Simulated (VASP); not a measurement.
Here is a VASP 6.6.1 calculation.

The input INCAR:

```
PREC = Accurate ; ENCUT = 520
EDIFF = 1E-7 ; ISMEAR = -1
SIGMA = 0.1 ; LREAL = F
LASPH = T ; NELM = 80
ALGO = Normal ; ISIF = 2
LWAVE = F ; LCHARG = F
GGA = PE ; NBANDS = 16
```

File KPOINTS:

```
Automatic mesh
0
Gamma
  12 12 12
```

The input POSCAR:

```
TiN
1.0
    0.0000000000      2.1190000000      2.1190000000
    2.1190000000      0.0000000000      2.1190000000
    2.1190000000      2.1190000000      0.0000000000
Ti N
1 1
Direct
    0.0000000000      0.0000000000      0.0000000000
    0.5000000000      0.5000000000      0.5000000000
```

Potentials or basis: VASP PAW PBE potentials, release 64 (Ti_sv, N).

Command:

```sh
$ cat potpaw_PBE.64/Ti_sv/POTCAR potpaw_PBE.64/N/POTCAR > POTCAR
$ mpirun -np 1 vasp_std > vasp.out
```

(1) What does it give for the pressure?

Results:

(1) 2.4 GPa.
